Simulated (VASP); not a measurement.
# Bi2Se3: single point with PBE

The system is Bi2Se3.

```
Bi Se
1.0
     2.07150    1.19598    9.54533
    -2.07150    1.19598    9.54533
     0.00000   -2.39196    9.54533
Bi Se
2 3
Direct
  0.59920 0.59920 0.59920
  0.40080 0.40080 0.40080
  0.78830 0.78830 0.78830
  0.21170 0.21170 0.21170
  0.00000 0.00000 0.00000
```

```
Program             : VASP 6.6.1
Task                : single point
Functional          : PBE
Potentials or basis : VASP PAW PBE potentials, release 64 (Bi_d, Se)
Cutoff              : 520 eV
k mesh              : 8 × 8 × 8
Occupations         : gaussian, width 0.013 eV
Spin                : no spin polarisation
```

```
Pressure               : 2.6 GPa
Largest force          : 0.171 eV/Å
Band gap on the k mesh : 0.21 eV
```

Forces on the atoms (eV/Å):
```
Bi   0.000  0.000  0.168
Bi   0.000  0.000 -0.168
Se   0.000  0.000  0.171
Se   0.000  0.000 -0.171
Se   0.000  0.000  0.000
```

Levels at points of the mesh, in eV from the valence-band top:
```csv
k point,band 22,band 23,band 24,band 25,band 26,band 27
"(0.00, 0.00, 0.00)",-1.22,-1.22,0.00,0.21,1.39,1.39
"(0.50, 0.00, 0.00)",-2.15,-1.24,-0.56,0.84,1.92,2.96
"(0.50, 0.50, 0.00)",-1.89,-1.65,-1.01,1.34,1.95,2.59
"(0.50, 0.50, 0.50)",-1.39,-1.39,-0.45,0.62,1.70,1.70
```

Wall time 45 min on 1 thread of Intel Xeon 8259CL, on a shared host, peak memory 1 GiB.

Caveat: spin-orbit coupling is left out, which moves the levels of the heavy elements. A k mesh can miss the band edges.
